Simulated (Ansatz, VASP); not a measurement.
# Ti3Sn: VASP beside Ansatz

INCAR

```
SYSTEM = Ti3Sn
PREC = Accurate
ENCUT = 500
EDIFF = 1E-7
ISMEAR = 0
SIGMA = 0.1
LREAL = .FALSE.
LASPH = .TRUE.
NELM = 120
ALGO = Normal
ISIF = 3
LWAVE = .FALSE.
LCHARG = .FALSE.
GGA = CA
IBRION = 2
NSW = 70
EDIFFG = -0.005
GGA_COMPAT = .FALSE.
NELMIN = 4
```

File KPOINTS:

```
Automatic mesh
0
G
  6 6 8
  0 0 0
```

File POSCAR:

```
Ti3Sn
1.0
    5.9169942601      0.0000000000      0.0000000000
   -2.9584971301      5.1242673433      0.0000000000
    0.0000000000      0.0000000000      4.7598129828
Ti Sn
6 2
Direct
    0.1639483009      0.3278966018      0.7500000000
    0.6721033982      0.8360516991      0.7500000000
    0.1639483009      0.8360516991      0.7500000000
    0.8360516991      0.6721033982      0.2500000000
    0.3278966018      0.1639483009      0.2500000000
    0.8360516991      0.1639483009      0.2500000000
    0.6666666667      0.3333333333      0.7500000000
    0.3333333333      0.6666666667      0.2500000000
```

Input for Ansatz:

```yaml
crystal:
  lattice:
    - [5.9169942601, 0.0, 0.0]
    - [-2.9584971301, 5.1242673433, 0.0]
    - [0.0, 0.0, 4.7598129828]
  atoms:
    - { symbol: Ti, position: [0.1639483009, 0.3278966018, 0.75] }
    - { symbol: Ti, position: [0.6721033982, 0.8360516991, 0.75] }
    - { symbol: Ti, position: [0.1639483009, 0.8360516991, 0.75] }
    - { symbol: Ti, position: [0.8360516991, 0.6721033982, 0.25] }
    - { symbol: Ti, position: [0.3278966018, 0.1639483009, 0.25] }
    - { symbol: Ti, position: [0.8360516991, 0.1639483009, 0.25] }
    - { symbol: Sn, position: [0.6666666667, 0.3333333333, 0.75] }
    - { symbol: Sn, position: [0.3333333333, 0.6666666667, 0.25] }
basis:
  ecutwfc: 420
kpoints:
  mp_grid: { grid: [6, 6, 8] }
hamiltonian:
  xc: lda
scf:
  occupations: { method: gaussian, width: 0.1 }
output:
  forces: true
  stress: true
  eigenvalues: true
relax:
  adjacent_minimum: "off"
  f_tol: 0.005
  max_steps: 50
  cell: { stress_tol: 0.05 }
```

Alike in both runs: task relaxation of cell and atoms; functional LDA; k mesh 6 × 6 × 8; occupations gaussian, width 0.1 eV; no spin polarisation.

|  | VASP | Ansatz |
| --- | --- | --- |
| version | VASP 6.6.1 | Ansatz 0.2.0 |
| potentials or method | VASP PAW LDA potentials, release 64 (Ti_sv, Sn_d), cutoff 500 eV | scalar-relativistic, plane waves, PAW |
| valence electrons in the cell | 100 | 100 |

|  | VASP | Ansatz | Ansatz less VASP |
| --- | --- | --- | --- |
| gap on the k mesh at the Fermi level, each at its own relaxed structure (eV) | none | none | - |
| relaxed volume (Å³/atom) | 16.82 | 16.80 | -0.016 |
| relaxed cell length with the largest relative difference (Å) | 5.778 | 5.776 | -0.0019 |

LDA's correlation is that of Perdew and Zunger in VASP and of Perdew and Wang (1992) in Ansatz. A gap of «none» marks a metal or a gap that the smearing closes.
